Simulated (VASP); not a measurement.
# Pt (Fm-3m) in VASP: notebook

Runs on Pt. Level: PBEsol. Tasks: single point.

All numbers are computed with VASP 6.6.1; they aren't measurements. Logs are shortened: lines on timing, memory, paths and dates and some standing lists are left out, and cuts for length are marked.

## (1) The cell of the first run

Symmetry: Fm-3m, No. 225, cubic system. Conventional cell: a = 3.922 Å, b = 3.922 Å, c = 3.922 Å, α = 90.00°, β = 90.00°, γ = 90.00°. Within 3.7 Å of Pt (site symmetry m-3m) lie 12 Pt at 2.77 Å.

## (2) Single point, PBEsol

Input file INCAR:

```
SYSTEM = Pt
ALGO = Normal ; EDIFF = 1E-6
ENCUT = 500 ; GGA = PS
GGA_COMPAT = .False. ; ISIF = 2
ISMEAR = 0 ; LASPH = .True.
LCHARG = .False. ; LREAL = .False.
LWAVE = .False. ; NBANDS = 11
NELM = 120 ; PREC = Accurate
SIGMA = 0.1
```

Input file KPOINTS:

```
k-points
0
Gamma
  10 10 10
  0 0 0
```

Input file POSCAR:

```
Pt
1.0
    0.0000000000      1.9609000000      1.9609000000
    1.9609000000      0.0000000000      1.9609000000
    1.9609000000      1.9609000000      0.0000000000
Pt
1
Direct
    0.0000000000      0.0000000000      0.0000000000
```

Potentials or basis: VASP PAW PBE potentials, release 64 (Pt).

The run is started by

```
> cat potpaw_PBE.64/Pt/POTCAR > POTCAR
> mpirun -np 1 vasp_std > vasp.out
```

OUTCAR:

```text
SYSTEM = Pt
   EDIFF = 1E-6
   ENCUT = 500
   GGA = PS
   ISIF = 2
   ISMEAR = 0
   LASPH = .True.
   LREAL = .False.
   NELM = 120
   PREC = Accurate

 ion  position               nearest neighbor table
   1  0.000  0.000  0.000-

  LATTYP: Found a face centered cubic cell.
 ALAT       =     3.9218000000

  Lattice vectors:

 A1 = (   0.0000000000,   1.9609000000,   1.9609000000)
 A2 = (   1.9609000000,   0.0000000000,   1.9609000000)
 A3 = (   1.9609000000,   1.9609000000,   0.0000000000)

Analysis of symmetry for initial positions (statically):
=====================================================================
 Subroutine PRICEL returns:
 Original cell was already a primitive cell.

 Routine SETGRP: Setting up the symmetry group for a
 face centered cubic supercell.

 Subroutine GETGRP returns: Found 48 space group operations
 (whereof 48 operations were pure point group operations)
 out of a pool of 48 trial point group operations.

The static configuration has the point symmetry O_h .

Analysis of symmetry for dynamics (positions and initial velocities):
=====================================================================
 Subroutine PRICEL returns:
 Original cell was already a primitive cell.

 Routine SETGRP: Setting up the symmetry group for a
 face centered cubic supercell.

 Subroutine GETGRP returns: Found 48 space group operations
 (whereof 48 operations were pure point group operations)
 out of a pool of 48 trial point group operations.

The dynamic configuration has the point symmetry O_h .

 Subroutine INISYM returns: Found 48 space group operations
 (whereof 48 operations are pure point group operations),
 and found     1 'primitive' translations

----------------------------------------------------------------------------------------

                                     Primitive cell

  volume of cell :      15.0798

  direct lattice vectors                    reciprocal lattice vectors
     0.000000000  1.960900000  1.960900000    -0.254984956  0.254984956  0.254984956
     1.960900000  0.000000000  1.960900000     0.254984956 -0.254984956  0.254984956
     1.960900000  1.960900000  0.000000000     0.254984956  0.254984956 -0.254984956

  length of vectors
     2.773131374  2.773131374  2.773131374     0.441646899  0.441646899  0.441646899

  position of ions in fractional coordinates (direct lattice)
     0.000000000  0.000000000  0.000000000

  ion indices of the primitive-cell ions
   primitive index   ion index
                 1           1

----------------------------------------------------------------------------------------

 KPOINTS: k-points

Automatic generation of k-mesh.
 Grid dimensions read from file:
 generate k-points for:   10   10   10

 Generating k-lattice:

  Cartesian coordinates                     Fractional coordinates (reciprocal lattice)
    -0.025498496  0.025498496  0.025498496     0.100000000  0.000000000  0.000000000
     0.025498496 -0.025498496  0.025498496     0.000000000  0.100000000  0.000000000
     0.025498496  0.025498496 -0.025498496     0.000000000  0.000000000  0.100000000

  Length of vectors
     0.044164690  0.044164690  0.044164690

  Shift w.r.t. Gamma in fractional coordinates (k-lattice)
     0.000000000  0.000000000  0.000000000

 Subroutine IBZKPT returns following result:
 ===========================================

 Found     47 irreducible k-points:

 Following reciprocal coordinates:
            Coordinates               Weight
  0.000000  0.000000  0.000000      1.000000
  0.100000  0.000000  0.000000      8.000000
  0.200000  0.000000  0.000000      8.000000
  0.300000  0.000000  0.000000      8.000000
  0.400000  0.000000  0.000000      8.000000
  0.500000  0.000000  0.000000      4.000000
[... 16 lines left out ...]
  0.300000  0.300000  0.000000      6.000000
  0.400000  0.300000  0.000000     24.000000
 [... further k-points ...]
   k-points           NKPTS =     47   k-points in BZ     NKDIM =     47   number of bands    NBANDS=     11
   number of dos      NEDOS =    301   number of ions     NIONS =      1
   total plane-waves  NPLWV =   8000
   dimension x,y,z NGX =    20 NGY =   20 NGZ =   20
   dimension x,y,z NGXF=    40 NGYF=   40 NGZF=   40
   ions per type =               1
   NGX,Y,Z   is equivalent  to a cutoff of  11.99, 11.99, 11.99 a.u.
   NGXF,Y,Z  is equivalent  to a cutoff of  23.98, 23.98, 23.98 a.u.
 SYSTEM =  Pt
   PREC   = accura    normal or accurate (medium, high low for compatibility)
   ISTART =      0    job   : 0-new  1-cont  2-samecut
   ICHARG =      2    charge: 1-file 2-atom 10-const
   ISPIN  =      1    spin polarized calculation?
   LNONCOLLINEAR =      F non collinear calculations
   LSORBIT =      F    spin-orbit coupling
   LASPH  =      T    aspherical Exc in radial PAW
   ENCUT  =  500.0 eV  36.75 Ry    6.06 a.u.   5.06  5.06  5.06*2*pi/ulx,y,z
   NELM   =    120;   NELMIN=  2; NELMDL= -5     # of ELM steps
   EDIFF  = 0.1E-05   stopping-criterion for ELM
   LREAL  =      F    real-space projection
   EDIFFG = 0.1E-04   stopping-criterion for IOM
   NSW    =      0    number of steps for IOM
   IBRION =     -1    ionic relax: 0-MD 1-quasi-New 2-CG
   NFREE  =      0    steps in history (QN), initial steepest desc. (CG)
   ISIF   =      2    stress and relaxation
   ISYM   =      2    0-nonsym 1-usesym 2-fastsym
   POTIM  = 0.5000    time-step for ionic-motion
   TEBEG  =    0.0;   TEEND  =   0.0 temperature during run
   PSTRESS=    0.0 pullay stress
   NELECT =      10.0000    total number of electrons
   NUPDOWN=      -1.0000    fix difference up-down
   EMIN   =  10.00;   EMAX   =-10.00  energy-range for DOS
   EFERMI =   0.00;   METHOD = LEGACY
   ISMEAR =     0;   SIGMA  =   0.10  broadening in eV -4-tet -1-fermi 0-gaus
   EFERMI_NEDOS =   21; number of points for ismear=-14 and -15
   IALGO  =     38    algorithm
   IMIX   =      4    mixing-type and parameters
     AMIX     =   0.40;   BMIX     =  1.00
     AMIX_MAG =   1.60;   BMIX_MAG =  1.00
  volume/ion in A,a.u.               =      15.08       101.76
  Fermi-wavevector in a.u.,A,eV,Ry     =   1.427609  2.697791 27.729605  2.038068
  Thomas-Fermi vector in A             =   2.547760
   LORBIT       =      0    0 simple, 1 ext, 2 COOP (PROOUT), +10 PAW based schemes
   GGA     = PS    functional components
   LHFCALC =     F    Hartree Fock is set to
   AEXX    =    0.0000 exact exchange contribution
   IVDW    =     0    specifies the selected vdW correction
   LEPSILON=     F    determine dielectric tensor
   LRPA    =     F    only Hartree local field effects (RPA)
 non-spin polarized calculation
 Gauss-broadening in eV      SIGMA  =   0.10
  energy-cutoff  :      500.00
  volume of cell :       15.08
 maximum number of plane-waves:       392
   NGX = 11   NGY = 11   NGZ = 11

 number of electron      10.0000001 magnetization

 Free energy of the ion-electron system (eV)
  ---------------------------------------------------
  ext. energy  EPLUGINS =         0.00000000
  ---------------------------------------------------
  free energy    TOTEN  =        -6.95151352 eV

  energy without entropy =       -6.94572657  energy(sigma->0) =       -6.94862005

 E-fermi :  11.1136     XC(G=0): -13.6284

 val. band max:       11.0467319722   @ k =   0.4000   0.3000   0.0000
 cond. band min:      11.1178387866   @ k =   0.5000   0.5000   0.0000
 fundamental gap:      0.0711068143
 Fermi energy:        11.1135512900

 k-point     1 :       0.0000    0.0000    0.0000
  band No.  band energies     occupation
      1       0.8006      2.00000
      2       7.2953      2.00000
      3       7.2953      2.00000
      4       7.2953      2.00000
      5       9.4723      2.00000
      6       9.4723      2.00000
      7      25.7226      0.00000
      8      30.6779      0.00000
      9      30.6779      0.00000
     10      30.6779      0.00000
     11      35.9753      0.00000

 k-point     2 :       0.1000    0.0000    0.0000
  band No.  band energies     occupation
      1       1.1976      2.00000
      2       7.1266      2.00000
      3       7.4460      2.00000
      4       7.4460      2.00000
      5       9.3946      2.00000
      6       9.3946      2.00000
      7      26.3234      0.00000
      8      28.9003      0.00000
      9      31.2885      0.00000
     10      31.2885      0.00000
     11      37.5738      0.00000

 k-point     3 :       0.2000    0.0000    0.0000
  band No.  band energies     occupation
      1       2.2486      2.00000
      2       6.8702      2.00000
      3       7.6787      2.00000
      4       7.6787      2.00000
      5       9.4231      2.00000
      6       9.4231      2.00000
      7      25.9689      0.00000
      8      27.4400      0.00000
      9      32.9086      0.00000
     10      32.9086      0.00000
     11      35.0817      0.00000

 k-point     4 :       0.3000    0.0000    0.0000
  band No.  band energies     occupation
      1       3.3384      2.00000
      2       7.3044      2.00000
      3       7.5792      2.00000
      4       7.5792      2.00000
      5      10.0016      2.00000
      6      10.0016      2.00000
      7      22.6016      0.00000
      8      26.9385      0.00000
      9      33.2591      0.00000
     10      33.2591      0.00000
     11      35.2470      0.00000
[... 239 lines left out ...]
 k-point    22 :      -0.2000    0.2000    0.0000
  band No.  band energies     occupation
      1       4.1976      2.00000
      2       6.3381      2.00000
      3       7.3306      2.00000
      4       8.4964      2.00000
      5       8.7002      2.00000
      6      11.5034      0.00000
      7      23.7566      0.00000
      8      26.4187      0.00000
      9      29.4272      0.00000
     10      31.8055      0.00000
     11      35.0956      0.00000

 k-point    23 :       0.3000    0.3000    0.0000
  band No.  band energies     occupation
      1       4.1222      2.00000
      2       5.2864      2.00000
      3       8.3675      2.00000
      4       9.6074      2.00000
      5       9.6074      2.00000
      6      10.5015      2.00000
      7      26.5709      0.00000
      8      26.5709      0.00000
      9      27.7557      0.00000
     10      30.1259      0.00000
     11      31.4166      0.00000

 k-point    24 :       0.4000    0.3000    0.0000
  band No.  band energies     occupation
      1       4.4503      2.00000
      2       5.0972      2.00000
      3       8.4490      2.00000
      4       9.7864      2.00000
      5      11.0467      1.65532
      6      11.3066      0.00633
      7      23.0327      0.00000
      8      25.3725      0.00000
      9      25.8570      0.00000
     10      30.9740      0.00000
     11      33.1593      0.00000

 [... further k-points ...]
[... 5 lines left out ...]
  --------------------------------------------------------------------------------------
  -------------------------------------------------------------------------------------
  Total       -0.1009260     -0.1009260     -0.1009260     -0.0000000     -0.0000000      0.0000000
  in kB      -10.7230241    -10.7230241    -10.7230241     -0.0000000     -0.0000000      0.0000000
  external PRESSURE =     -10.7230241 kB  Pullay stress =       0.0000000 kB

 VOLUME and BASIS-vectors are now :
 -----------------------------------------------------------------------------
  energy-cutoff  :      500.00
  volume of cell :       15.08
      direct lattice vectors                 reciprocal lattice vectors
     0.000000000  1.960900000  1.960900000    -0.254984956  0.254984956  0.254984956
     1.960900000  0.000000000  1.960900000     0.254984956 -0.254984956  0.254984956
     1.960900000  1.960900000  0.000000000     0.254984956  0.254984956 -0.254984956

 POSITION                                       TOTAL-FORCE (eV/Angst)
 -----------------------------------------------------------------------------------
      0.00000      0.00000      0.00000        -0.000000     -0.000000     -0.000000
 -----------------------------------------------------------------------------------
    total drift:                               -0.000000     -0.000000     -0.000000

  FREE ENERGIE OF THE ION-ELECTRON SYSTEM (eV)
  ---------------------------------------------------
  free  energy   TOTEN  =        -6.9515135219 eV

  energy  without entropy=       -6.9457265726  energy(sigma->0) =       -6.94862005
```

It took 5.6 s on 1 thread of AMD EPYC 7R13 (Zen 3), shared host; peak memory 0.09 GiB.

Results:

```
Free energy            : -6.9515 eV
Pressure               : -1.1 GPa
Band gap on the k mesh : zero (bands 5 and 6 overlap by 2.20 eV)
```

Caveat: the PAW data sets were made with another functional, which shifts forces and pressure a little; spin-orbit coupling is left out, which moves the levels of the heavy elements.

## (3) Single point, PBEsol

Input file INCAR:

```
PREC = Accurate
ENCUT = 500
EDIFF = 1E-6
ISMEAR = 0
SIGMA = 0.1
LREAL = F
LASPH = T
NELM = 120
ALGO = Normal
ISIF = 2
LWAVE = F
LCHARG = F
GGA = PS
NBANDS = 11
GGA_COMPAT = F
```

Input file KPOINTS:

```
Automatic mesh
0
Gamma
  10 10 10
```

POSCAR is that of step 2.

Potentials or basis: VASP PAW PBE potentials, release 64 (Pt).

The run is started by

```
> cat potpaw_PBE.64/Pt/POTCAR > POTCAR
> mpirun -np 1 vasp_std > vasp.out
```

It took 5.9 s on 1 thread of AMD EPYC 7R13 (Zen 3), shared host; peak memory 0.09 GiB.

It converged, with:

```yaml
Free_energy: -6.9515 eV
Pressure: -1.1 GPa
Band_gap_on_the_k_mesh: zero (bands 5 and 6 overlap by 2.20 eV)
```

Levels at points of the mesh, in eV from the Fermi level:
| k point | band 1 | band 2 | band 3 | band 4 | band 5 | band 6 | band 7 | band 8 | band 9 | band 10 |
| --- | --- | --- | --- | --- | --- | --- | --- | --- | --- | --- |
| (0.00, 0.00, 0.00) | -10.31 | -3.82 | -3.82 | -3.82 | -1.64 | -1.64 | 14.61 | 19.56 | 19.56 | 19.56 |
| (0.50, 0.00, 0.00) | -7.39 | -3.88 | -3.88 | -0.57 | 0.03 | 0.03 | 5.79 | 14.16 | 18.93 | 18.93 |
| (0.50, 0.50, 0.00) | -7.12 | -6.66 | 0.00 | 0.48 | 0.48 | 1.69 | 8.82 | 11.32 | 11.32 | 20.08 |

Caveat: the PAW data sets were made with another functional, which shifts forces and pressure a little; spin-orbit coupling is left out, which moves the levels of the heavy elements.
